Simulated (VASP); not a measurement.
Rb, 4 atoms in the cell. It takes space group Fddd (No. 70, orthorhombic). Conventional cell: a = 4.802 Å, b = 17.347 Å, c = 17.364 Å, α = 90.00°, β = 90.00°, γ = 90.00°. 

| Property | Result |
| --- | --- |
| Program | VASP 6.6.1 |
| Task | single point |
| Functional | PBE |
| Potentials or basis | VASP PAW PBE potentials, release 64 (Rb_sv) |
| Cutoff | 520 eV |
| k mesh | 8 × 8 × 8 |
| Occupations | gaussian, width 0.05 eV |
| Spin | no spin polarisation |
| Dipole correction | no |
| Further INCAR settings | ALGO = Fast; EDIFF = 1e-06; NBANDS = 26 |

Potentials or basis: VASP PAW PBE potentials, release 64 (Rb_sv).

Run with:

```sh
$ cat potpaw_PBE.64/Rb_sv/POTCAR > POTCAR
$ mpirun -np 1 vasp_std > vasp.out
```

Hardware: 1 thread of AMD EPYC 9R45 96-Core Processor (Zen 5) (shared host).

**Question.** How long does it take, and how much memory?

**Answer.** It took 12 min on 1 thread of AMD EPYC 9R45 96-Core Processor (Zen 5) (shared host), peak memory 0.82 GiB. Counts: scf iterations 14, k points 95.
